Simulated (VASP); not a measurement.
Here is a VASP 6.6.1 calculation.

INCAR

```
PREC = Accurate ; ENCUT = 600
EDIFF = 1E-7 ; ISMEAR = -1
SIGMA = 0.05 ; LREAL = F
LASPH = T ; NELM = 100
ALGO = Normal ; ISIF = 3
LWAVE = F ; LCHARG = F
GGA = CA ; IBRION = 2
NSW = 60 ; EDIFFG = -0.005
PSTRESS = 13.0
```

The input KPOINTS:

```
Automatic mesh
0
Gamma
  16 16 16
```

POSCAR

```
Li
1.0
    0.0000000000      2.0621035346      2.0621035346
    2.0621035346      0.0000000000      2.0621035346
    2.0621035346      2.0621035346      0.0000000000
Li
1
Direct
    0.0000000000      0.0000000000      0.0000000000
```

Potentials or basis: VASP PAW LDA potentials, release 64 (Li_sv).

The run is started by

```console
$ cat potpaw_LDA.64/Li_sv/POTCAR > POTCAR
$ mpirun -np 1 vasp_std > vasp.out
```

Task: What does it give for the relaxed volume?

Result: 17.39 Å³/atom.

Task: Estimate the space group after relaxing (to 0.05 Å).

Result: Fm-3m (No. 225).

Task: Predict the relaxed cell.

Result: a = 2.908 Å, b = 2.908 Å, c = 2.908 Å, α = 60.00°, β = 60.00°, γ = 60.00°.

Final structure:
```
CELL_PARAMETERS angstrom
0.00000 2.05649 2.05649
2.05649 0.00000 2.05649
2.05649 2.05649 0.00000
ATOMIC_POSITIONS crystal
Li 0.00000 0.00000 0.00000
```

Caveat: the cutoff is under 1.25 times the usual one of these potentials, so pressure, stress and relaxed cells hold a basis-set (Pulay) error; the cell is relaxed towards a set pressure, so the enthalpy falls and the energy may rise.
